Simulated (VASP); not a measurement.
# Ti8HC8 (a cell with a defect) in VASP: single point with PBE

Aim: the single point of Ti8HC8 (a cell with a defect) with PBE.

Program: VASP 6.6.1. These are calculated values, not measurements. Logs are shortened: lines on timing, memory, paths and dates and some standing lists are left out, and cuts for length are marked.

**1. The cell of the first run**

The cell holds a defect, 17 atoms: a = 6.127 Å, b = 6.127 Å, c = 6.127 Å, α = 60.00°, β = 60.00°, γ = 60.00°.

**2. Single point, PBE**

INCAR reads:

```
PREC = Accurate ; ENCUT = 520
EDIFF = 1E-7 ; ISMEAR = 0
SIGMA = 0.1 ; LREAL = Auto
LASPH = T ; NELM = 80
ALGO = Normal ; ISIF = 2
LWAVE = F ; LCHARG = F
GGA = PE ; NBANDS = 78
```

KPOINTS reads:

```
regular mesh
0
Gamma
  5 5 5
```

POSCAR reads:

```
Ti8HC8
1.0
    0.0000000000      4.3327798708     -4.3327798708
   -4.3327798708      0.0000000000     -4.3327798708
   -4.3327798708      4.3327798708      0.0000000000
Ti C H
8 8 1
Direct
   -0.0021425044      0.4979853730     -0.0021341957
    0.5055394147      0.4979108250     -0.0021374268
   -0.0020163729      0.0051314631     -0.0020085258
    0.5001873081      0.0003963968     -0.0017597248
   -0.0021413504      0.4979156718      0.5055336448
    0.5001294930      0.4986812311      0.5001336474
   -0.0017534932      0.0003929348      0.5001875389
    0.5001219920      0.0002676111      0.5001256848
    0.7463830604      0.7509420273      0.2508513085
    0.2509013918      0.7509117927      0.2508988530
    0.7500011764      0.2499614641      0.2491709785
    0.2508113803      0.2466763906      0.2508090723
    0.7499629792      0.7491738784      0.7499613636
    0.2508501545      0.7509392577      0.7463899844
    0.7499988684      0.2500350889      0.7499972528
    0.2491629005      0.2499649261      0.7500025612
    0.1253362774      0.6235746058      0.1253522026
```

Potentials or basis: VASP PAW PBE potentials, release 64 (Ti_sv, C, H).

Run with:

```sh
$ cat potpaw_PBE.64/Ti_sv/POTCAR potpaw_PBE.64/C/POTCAR potpaw_PBE.64/H/POTCAR > POTCAR
$ mpirun -np 1 vasp_std > vasp.out
```

OUTCAR:

```text
PREC = Accurate
   ENCUT = 520
   EDIFF = 1E-7
   ISMEAR = 0
   LREAL = Auto
   LASPH = T
   NELM = 80
   ISIF = 2
   GGA = PE

 ion  position               nearest neighbor table
   1  0.998  0.498  0.998-  17 1.90  13 2.15  11 2.15  16 2.15  12 2.19   9 2.19  14 2.19
   2  0.506  0.498  0.998-  17 1.90  13 2.15  15 2.15  11 2.15  12 2.19  10 2.19  14 2.19
   3  0.998  0.005  0.998-  15 2.15  11 2.15  16 2.15   9 2.19  14 2.19  10 2.19
   4  0.500  0.000  0.998-  10 2.16   9 2.16  12 2.16  16 2.16  15 2.16  13 2.16
   5  0.998  0.498  0.506-  17 1.90  13 2.15  15 2.15  16 2.15  12 2.19  10 2.19   9 2.19
   6  0.500  0.499  0.500-  10 2.16  14 2.16   9 2.16  11 2.17  16 2.17  15 2.17
   7  0.998  0.000  0.500-  10 2.16  14 2.16  12 2.16  11 2.16  15 2.16  13 2.16
   8  0.500  0.000  0.500-   9 2.16  14 2.16  12 2.16  11 2.16  16 2.16  13 2.17
   9  0.746  0.751  0.251-   6 2.16   8 2.16   4 2.16   3 2.19   1 2.19   5 2.19
  10  0.251  0.751  0.251-   6 2.16   7 2.16   4 2.16   3 2.19   2 2.19   5 2.19
  11  0.750  0.250  0.249-   2 2.15   1 2.15   3 2.15   7 2.16   8 2.16   6 2.17
  12  0.251  0.247  0.251-   8 2.16   7 2.16   4 2.16   1 2.19   2 2.19   5 2.19
  13  0.750  0.749  0.750-   5 2.15   2 2.15   1 2.15   4 2.16   7 2.16   8 2.17
  14  0.251  0.751  0.746-   6 2.16   8 2.16   7 2.16   3 2.19   1 2.19   2 2.19
  15  0.750  0.250  0.750-   5 2.15   2 2.15   3 2.15   4 2.16   7 2.16   6 2.17
  16  0.249  0.250  0.750-   5 2.15   1 2.15   3 2.15   4 2.16   8 2.16   6 2.17
  17  0.125  0.624  0.125-   5 1.90   2 1.90   1 1.90

  LATTYP: Found a face centered cubic cell.
 ALAT       =     8.6655597416

  Lattice vectors:

 A1 = (   0.0000000000,   4.3327798708,  -4.3327798708)
 A2 = (  -4.3327798708,   0.0000000000,  -4.3327798708)
 A3 = (  -4.3327798708,   4.3327798708,   0.0000000000)

Analysis of symmetry for initial positions (statically):
=====================================================================
 Subroutine PRICEL returns:
 Original cell was already a primitive cell.

 Routine SETGRP: Setting up the symmetry group for a
 face centered cubic supercell.

 Subroutine GETGRP returns: Found  1 space group operations
 (whereof  1 operations were pure point group operations)
 out of a pool of 48 trial point group operations.

The static configuration has the point symmetry C_1 .

Analysis of symmetry for dynamics (positions and initial velocities):
=====================================================================
 Subroutine PRICEL returns:
 Original cell was already a primitive cell.

 Routine SETGRP: Setting up the symmetry group for a
 face centered cubic supercell.

 Subroutine GETGRP returns: Found  1 space group operations
 (whereof  1 operations were pure point group operations)
 out of a pool of 48 trial point group operations.

The dynamic configuration has the point symmetry C_1 .

 Subroutine INISYM returns: Found  1 space group operations
 (whereof  1 operations are pure point group operations),
 and found     1 'primitive' translations

----------------------------------------------------------------------------------------

                                     Primitive cell

  volume of cell :     162.6784

  direct lattice vectors                    reciprocal lattice vectors
     0.000000000  4.332779871 -4.332779871     0.115399354  0.115399354 -0.115399354
    -4.332779871  0.000000000 -4.332779871    -0.115399354 -0.115399354 -0.115399354
    -4.332779871  4.332779871  0.000000000    -0.115399354  0.115399354  0.115399354

  length of vectors
     6.127476056  6.127476056  6.127476056     0.199877545  0.199877545  0.199877545

  position of ions in fractional coordinates (direct lattice)
     0.997857496  0.497985373  0.997865804
     0.505539415  0.497910825  0.997862573
     0.997983627  0.005131463  0.997991474
     0.500187308  0.000396397  0.998240275
     0.997858650  0.497915672  0.505533645
     0.500129493  0.498681231  0.500133647
[... 9 lines left out ...]
     0.249162900  0.249964926  0.750002561
     0.125336277  0.623574606  0.125352203

  ion indices of the primitive-cell ions
   primitive index   ion index
                 1           1
                 2           2
                 3           3
                 4           4
                 5           5
                 6           6
[... 9 lines left out ...]
                16          16
                17          17

----------------------------------------------------------------------------------------

 KPOINTS: regular mesh

Automatic generation of k-mesh.
 Grid dimensions read from file:
 generate k-points for:    5    5    5

 Generating k-lattice:

  Cartesian coordinates                     Fractional coordinates (reciprocal lattice)
     0.023079871  0.023079871 -0.023079871     0.200000000  0.000000000  0.000000000
    -0.023079871 -0.023079871 -0.023079871     0.000000000  0.200000000  0.000000000
    -0.023079871  0.023079871  0.023079871     0.000000000  0.000000000  0.200000000

  Length of vectors
     0.039975509  0.039975509  0.039975509

  Shift w.r.t. Gamma in fractional coordinates (k-lattice)
     0.000000000  0.000000000  0.000000000

 Subroutine IBZKPT returns following result:
 ===========================================

 Found     63 irreducible k-points:

 Following reciprocal coordinates:
            Coordinates               Weight
  0.000000  0.000000  0.000000      1.000000
  0.200000  0.000000  0.000000      2.000000
  0.000000  0.200000  0.000000      2.000000
  0.000000  0.000000  0.200000      2.000000
  0.200000  0.200000  0.200000      2.000000
  0.400000  0.000000  0.000000      2.000000
[... 16 lines left out ...]
  0.200000  0.400000  0.400000      2.000000
  0.400000  0.000000  0.200000      2.000000
 [... further k-points ...]
   k-points           NKPTS =     63   k-points in BZ     NKDIM =     63   number of bands    NBANDS=     78
   number of dos      NEDOS =    301   number of ions     NIONS =     17
   total plane-waves  NPLWV = 110592
   dimension x,y,z NGX =    48 NGY =   48 NGZ =   48
   dimension x,y,z NGXF=    96 NGYF=   96 NGZF=   96
   ions per type =               8   8   1
   NGX,Y,Z   is equivalent  to a cutoff of  13.02, 13.02, 13.02 a.u.
   NGXF,Y,Z  is equivalent  to a cutoff of  26.05, 26.05, 26.05 a.u.
 SYSTEM =  unknown system
   PREC   = accura    normal or accurate (medium, high low for compatibility)
   ISTART =      0    job   : 0-new  1-cont  2-samecut
   ICHARG =      2    charge: 1-file 2-atom 10-const
   ISPIN  =      1    spin polarized calculation?
   LNONCOLLINEAR =      F non collinear calculations
   LSORBIT =      F    spin-orbit coupling
   LASPH  =      T    aspherical Exc in radial PAW
   ENCUT  =  520.0 eV  38.22 Ry    6.18 a.u.  11.39 11.39 11.39*2*pi/ulx,y,z
   NELM   =     80;   NELMIN=  2; NELMDL= -5     # of ELM steps
   EDIFF  = 0.1E-06   stopping-criterion for ELM
   LREAL  =      T    real-space projection
   EDIFFG = 0.1E-05   stopping-criterion for IOM
   NSW    =      0    number of steps for IOM
   IBRION =     -1    ionic relax: 0-MD 1-quasi-New 2-CG
   NFREE  =      0    steps in history (QN), initial steepest desc. (CG)
   ISIF   =      2    stress and relaxation
   ISYM   =      2    0-nonsym 1-usesym 2-fastsym
   POTIM  = 0.5000    time-step for ionic-motion
   TEBEG  =    0.0;   TEEND  =   0.0 temperature during run
   PSTRESS=    0.0 pullay stress
   NELECT =     129.0000    total number of electrons
   NUPDOWN=      -1.0000    fix difference up-down
   EMIN   =  10.00;   EMAX   =-10.00  energy-range for DOS
   EFERMI =   0.00;   METHOD = LEGACY
   ISMEAR =     0;   SIGMA  =   0.10  broadening in eV -4-tet -1-fermi 0-gaus
   EFERMI_NEDOS =   21; number of points for ismear=-14 and -15
   IALGO  =     38    algorithm
   IMIX   =      4    mixing-type and parameters
     AMIX     =   0.40;   BMIX     =  1.00
     AMIX_MAG =   1.60;   BMIX_MAG =  1.00
  volume/ion in A,a.u.               =       9.57        64.58
  Fermi-wavevector in a.u.,A,eV,Ry     =   1.515287  2.863476 31.240248  2.296093
  Thomas-Fermi vector in A             =   2.624831
   LORBIT       =      0    0 simple, 1 ext, 2 COOP (PROOUT), +10 PAW based schemes
   GGA     = PE    functional components
   LHFCALC =     F    Hartree Fock is set to
   AEXX    =    0.0000 exact exchange contribution
   IVDW    =     0    specifies the selected vdW correction
   LEPSILON=     F    determine dielectric tensor
   LRPA    =     F    only Hartree local field effects (RPA)
 non-spin polarized calculation
 Gauss-broadening in eV      SIGMA  =   0.10
  energy-cutoff  :      520.00
  volume of cell :      162.68
 maximum number of plane-waves:      4408
 NGX is ok and might be reduce to    48
   NGX = 23   NGY = 23   NGZ = 23

 number of electron     128.9999999 magnetization

 Free energy of the ion-electron system (eV)
  ---------------------------------------------------
  ext. energy  EPLUGINS =         0.00000000
  ---------------------------------------------------
  free energy    TOTEN  =      -151.60729007 eV

  energy without entropy =     -151.58813291  energy(sigma->0) =     -151.59771149

 E-fermi :   9.7356     XC(G=0): -12.7594

 val. band max:        9.7226868384   @ k =  -0.4000   0.2000  -0.4000
 cond. band min:       9.7670329305   @ k =   0.0000   0.0000   0.2000
 fundamental gap:      0.0443460921
 Fermi energy:         9.7355674384

 k-point     1 :       0.0000    0.0000    0.0000
  band No.  band energies     occupation
      1     -47.0606      2.00000
      2     -46.9917      2.00000
      3     -46.9914      2.00000
      4     -46.9913      2.00000
      5     -46.9780      2.00000
      6     -46.9478      2.00000
[... 68 lines left out ...]
     75      12.2231      0.00000
     76      12.3611      0.00000

 k-point     2 :       0.2000    0.0000    0.0000
  band No.  band energies     occupation
      1     -47.0541      2.00000
      2     -46.9963      2.00000
      3     -46.9906      2.00000
      4     -46.9902      2.00000
      5     -46.9770      2.00000
      6     -46.9505      2.00000
[... 1730 lines left out ...]
 k-point    24 :       0.4000    0.0000    0.2000
  band No.  band energies     occupation
      1     -47.0389      2.00000
      2     -47.0037      2.00000
      3     -46.9915      2.00000
      4     -46.9906      2.00000
      5     -46.9740      2.00000
      6     -46.9604      2.00000
[... 68 lines left out ...]
     75      12.2493      0.00000
     76      12.3272      0.00000

 [... further k-points ...]

 [bands above 76 left out]

------------------------ aborting loop because EDIFF is reached ----------------------------------------

  FORCE on cell =-STRESS in cart. coord.  units (eV):
  Direction    XX          YY          ZZ          XY          YZ          ZX
  --------------------------------------------------------------------------------------
  -------------------------------------------------------------------------------------
  Total        2.7502564      2.7401933      2.7519301     -0.0305838     -0.0297004     -0.0363785
  in kB       27.0865629     26.9874534     27.1030470     -0.3012117     -0.2925115     -0.3582823
  external PRESSURE =      27.0590211 kB  Pullay stress =       0.0000000 kB

 VOLUME and BASIS-vectors are now :
 -----------------------------------------------------------------------------
  energy-cutoff  :      520.00
  volume of cell :      162.68
      direct lattice vectors                 reciprocal lattice vectors
     0.000000000  4.332779871 -4.332779871     0.115399354  0.115399354 -0.115399354
    -4.332779871  0.000000000 -4.332779871    -0.115399354 -0.115399354 -0.115399354
    -4.332779871  4.332779871  0.000000000    -0.115399354  0.115399354  0.115399354

 POSITION                                       TOTAL-FORCE (eV/Angst)
 -----------------------------------------------------------------------------------
     -6.48119      8.64703     -6.48116         0.021688     -0.021799      0.020988
     -6.48086      6.51391     -4.34773         0.019045      0.021080     -0.022534
     -4.34631      8.64812     -4.34628        -0.026485     -0.019230     -0.027149
     -4.32687      6.49236     -2.16892        -0.009258      0.015731      0.011144
     -4.34773      6.51387     -6.48086        -0.023008      0.022275      0.019519
     -4.32765      4.33392     -4.32763         0.000830     -0.001212      0.000875
[... 9 lines left out ...]
     -4.33264      4.32916     -2.16261        -0.000147     -0.007285      0.001769
     -3.24494      1.08618     -3.24487        -0.002369     -0.005191     -0.002657
 -----------------------------------------------------------------------------------
    total drift:                               -0.002951      0.004456     -0.004567

  FREE ENERGIE OF THE ION-ELECTRON SYSTEM (eV)
  ---------------------------------------------------
  free  energy   TOTEN  =      -151.6072900681 eV

  energy  without entropy=     -151.5881329056  energy(sigma->0) =     -151.59771149
```

Run time: 79 min. Hardware: 1 thread of Intel Xeon 8259CL, shared host; peak memory 0.61 GiB.

What came out:

| Quantity | Value |
| --- | --- |
| Free energy | -151.6073 eV |
| Pressure | 2.7 GPa |
| Largest force | 0.043 eV/Å |
| Band gap on the k mesh | zero (an odd number of electrons rules out a gap without spin polarisation) |

Forces on the atoms (eV/Å):
```
Ti   0.022 -0.022  0.021
Ti   0.019  0.021 -0.023
Ti  -0.026 -0.019 -0.027
Ti  -0.009  0.016  0.011
Ti  -0.023  0.022  0.020
Ti   0.001 -0.001  0.001
Ti   0.011  0.015 -0.010
Ti   0.000 -0.003  0.000
C    0.001  0.003 -0.001
C    0.001 -0.007  0.002
C    0.002 -0.008  0.000
C    0.003 -0.001  0.003
C    0.000 -0.003  0.000
C   -0.001  0.003  0.001
C    0.003 -0.005  0.003
C    0.000 -0.007  0.002
H   -0.002 -0.005 -0.003
```

Caveat: an odd number of electrons without spin polarisation forces a metal; a magnetic or distorted state may lie lower.

The gap in the log of VASP goes by the Fermi energy; the results here count the filled bands.